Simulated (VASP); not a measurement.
# Ti (Im-3m) in VASP: single point with PBE

Aim: the single point of Ti with PBE.

Everything below comes from runs of VASP 6.6.1. Logs are shortened: lines on timing, memory, paths and dates and some standing lists are left out, and cuts for length are marked.

## (1) The cell of the first run

It takes space group Im-3m (No. 229, cubic). Conventional cell: a = 3.261 Å, b = 3.261 Å, c = 3.261 Å, α = 90.00°, β = 90.00°, γ = 90.00°. Ti (site symmetry m-3m) has 14 Ti at 2.82 to 3.26 Å within 3.7 Å.

## (2) Single point, PBE

INCAR

```
SYSTEM = Ti
ALGO = Normal
EDIFF = 1E-6
ENCUT = 520
GGA = PE
ISIF = 2
ISMEAR = -1
LASPH = .True.
LCHARG = .True.
LELF = .True.
LREAL = .False.
LVHAR = .True.
LWAVE = .False.
NBANDS = 12
NELM = 80
PREC = Accurate
SIGMA = 0.13605693000000002
```

KPOINTS

```
k-points
0
Gamma
  14 14 14
  0 0 0
```

POSCAR

```
Ti
1.0
   -1.6306274323      1.6306274323      1.6306274323
    1.6306274323     -1.6306274323      1.6306274323
    1.6306274323      1.6306274323     -1.6306274323
Ti
1
Direct
    0.0000000000      0.0000000000      0.0000000000
```

Potentials or basis: VASP PAW PBE potentials, release 64 (Ti_sv).

On the command line:

```bash
cat potpaw_PBE.64/Ti_sv/POTCAR > POTCAR
mpirun -np 1 vasp_std > vasp.out
```

OUTCAR:

```text
SYSTEM = Ti
   EDIFF = 1E-6
   ENCUT = 520
   GGA = PE
   ISIF = 2
   ISMEAR = -1
   LASPH = .True.
   LREAL = .False.
   NELM = 80
   PREC = Accurate

 ion  position               nearest neighbor table
   1  0.000  0.000  0.000-

  LATTYP: Found a body centered cubic cell.
 ALAT       =     3.2612548646

  Lattice vectors:

 A1 = (  -1.6306274323,   1.6306274323,   1.6306274323)
 A2 = (   1.6306274323,  -1.6306274323,   1.6306274323)
 A3 = (   1.6306274323,   1.6306274323,  -1.6306274323)

Analysis of symmetry for initial positions (statically):
=====================================================================
 Subroutine PRICEL returns:
 Original cell was already a primitive cell.

 Routine SETGRP: Setting up the symmetry group for a
 body centered cubic supercell.

 Subroutine GETGRP returns: Found 48 space group operations
 (whereof 48 operations were pure point group operations)
 out of a pool of 48 trial point group operations.

The static configuration has the point symmetry O_h .

Analysis of symmetry for dynamics (positions and initial velocities):
=====================================================================
 Subroutine PRICEL returns:
 Original cell was already a primitive cell.

 Routine SETGRP: Setting up the symmetry group for a
 body centered cubic supercell.

 Subroutine GETGRP returns: Found 48 space group operations
 (whereof 48 operations were pure point group operations)
 out of a pool of 48 trial point group operations.

The dynamic configuration has the point symmetry O_h .

 Subroutine INISYM returns: Found 48 space group operations
 (whereof 48 operations are pure point group operations),
 and found     1 'primitive' translations

----------------------------------------------------------------------------------------

                                     Primitive cell

  volume of cell :      17.3430

  direct lattice vectors                    reciprocal lattice vectors
    -1.630627432  1.630627432  1.630627432     0.000000000  0.306630436  0.306630436
     1.630627432 -1.630627432  1.630627432     0.306630436  0.000000000  0.306630436
     1.630627432  1.630627432 -1.630627432     0.306630436  0.306630436  0.000000000

  length of vectors
     2.824329561  2.824329561  2.824329561     0.433640921  0.433640921  0.433640921

[... 76 lines left out ...]
   ENCUT  =  520.0 eV  38.22 Ry    6.18 a.u.   5.25  5.25  5.25*2*pi/ulx,y,z
   NELM   =     80;   NELMIN=  2; NELMDL= -5     # of ELM steps
   EDIFF  = 0.1E-05   stopping-criterion for ELM
   LREAL  =      F    real-space projection
   EDIFFG = 0.1E-04   stopping-criterion for IOM
   NSW    =      0    number of steps for IOM
   IBRION =     -1    ionic relax: 0-MD 1-quasi-New 2-CG
   NFREE  =      0    steps in history (QN), initial steepest desc. (CG)
   ISIF   =      2    stress and relaxation
   ISYM   =      2    0-nonsym 1-usesym 2-fastsym
   POTIM  = 0.5000    time-step for ionic-motion
   TEBEG  =    0.0;   TEEND  =   0.0 temperature during run
   PSTRESS=    0.0 pullay stress
   NELECT =      12.0000    total number of electrons
   NUPDOWN=      -1.0000    fix difference up-down
   EMIN   =  10.00;   EMAX   =-10.00  energy-range for DOS
   EFERMI =   0.00;   METHOD = LEGACY
   ISMEAR =    -1;   SIGMA  =   0.14  broadening in eV -4-tet -1-fermi 0-gaus
   EFERMI_NEDOS =   21; number of points for ismear=-14 and -15
   IALGO  =     38    algorithm
   IMIX   =      4    mixing-type and parameters
     AMIX     =   0.40;   BMIX     =  1.00
     AMIX_MAG =   1.60;   BMIX_MAG =  1.00
  volume/ion in A,a.u.               =      17.34       117.04
  Fermi-wavevector in a.u.,A,eV,Ry     =   1.447973  2.736272 28.526331  2.096626
  Thomas-Fermi vector in A             =   2.565867
   LORBIT       =      0    0 simple, 1 ext, 2 COOP (PROOUT), +10 PAW based schemes
   GGA     = PE    functional components
   LHFCALC =     F    Hartree Fock is set to
   AEXX    =    0.0000 exact exchange contribution
   IVDW    =     0    specifies the selected vdW correction
   LEPSILON=     F    determine dielectric tensor
   LRPA    =     F    only Hartree local field effects (RPA)
 non-spin polarized calculation
  energy-cutoff  :      520.00
  volume of cell :       17.34
 maximum number of plane-waves:       476
 NGX is ok and might be reduce to    24
   NGX = 11   NGY = 11   NGZ = 11

 number of electron      11.9999998 magnetization

 Free energy of the ion-electron system (eV)
  ---------------------------------------------------
  ext. energy  EPLUGINS =         0.00000000
  ---------------------------------------------------
  free energy    TOTEN  =        -7.79523036 eV

  energy without entropy =       -7.65533046  energy(sigma->0) =       -7.72528041

 E-fermi :   8.1058     XC(G=0): -11.5004

 val. band max:        8.0947755291   @ k =   0.3571   0.2143   0.0000
 cond. band min:       8.1064049910   @ k =  -0.2857   0.3571   0.0714
 fundamental gap:      0.0116294619
 Fermi energy:         8.1057924635

 k-point     1 :       0.0000    0.0000    0.0000
  band No.  band energies     occupation
      1     -48.4219      2.00000
      2     -24.2769      2.00000
      3     -24.2769      2.00000
      4     -24.2769      2.00000
      5       2.1440      2.00000
      6       9.0942      0.00140
      7       9.0942      0.00140
      8       9.0942      0.00140
      9      10.8549      0.00000
     10      10.8549      0.00000
     11      25.5228      0.00000
     12      25.5228      0.00000
[... 331 lines left out ...]
 k-point    24 :       0.3571    0.2857    0.0000
  band No.  band energies     occupation
      1     -48.2743      2.00000
      2     -24.7900      2.00000
      3     -24.6852      2.00000
      4     -24.3590      2.00000
      5       7.0010      1.99941
      6       7.5631      1.96362
      7       7.7461      1.86720
      8      10.9603      0.00000
      9      11.1935      0.00000
     10      15.2439      0.00000
     11      16.5747      0.00000
     12      17.6284      0.00000

 [... further k-points ...]
[... 5 lines left out ...]
  --------------------------------------------------------------------------------------
  -------------------------------------------------------------------------------------
  Total        0.0001912      0.0001912      0.0001912      0.0000000     -0.0000000      0.0000000
  in kB        0.0176589      0.0176589      0.0176589      0.0000000     -0.0000000      0.0000000
  external PRESSURE =       0.0176589 kB  Pullay stress =       0.0000000 kB

 VOLUME and BASIS-vectors are now :
 -----------------------------------------------------------------------------
  energy-cutoff  :      520.00
  volume of cell :       17.34
      direct lattice vectors                 reciprocal lattice vectors
    -1.630627432  1.630627432  1.630627432     0.000000000  0.306630436  0.306630436
     1.630627432 -1.630627432  1.630627432     0.306630436  0.000000000  0.306630436
     1.630627432  1.630627432 -1.630627432     0.306630436  0.306630436  0.000000000

 POSITION                                       TOTAL-FORCE (eV/Angst)
 -----------------------------------------------------------------------------------
      0.00000      0.00000      0.00000         0.000000     -0.000000      0.000000
 -----------------------------------------------------------------------------------
    total drift:                                0.000000      0.000000      0.000000

  FREE ENERGIE OF THE ION-ELECTRON SYSTEM (eV)
  ---------------------------------------------------
  free  energy   TOTEN  =        -7.7952303558 eV

  energy  without entropy=       -7.6553304632  energy(sigma->0) =       -7.72528041
```

It took 15 s on 1 thread of Intel Xeon Platinum 8375C at 2.90GHz (Ice Lake), shared host; peak memory 0.15 GiB.

What came out:

* Free energy: -7.7952 eV
* Pressure: 0.0 GPa
* Band gap on the k mesh: zero (band 6 reaches 9.09 eV, above the bottom of band 7 at 7.44 eV)
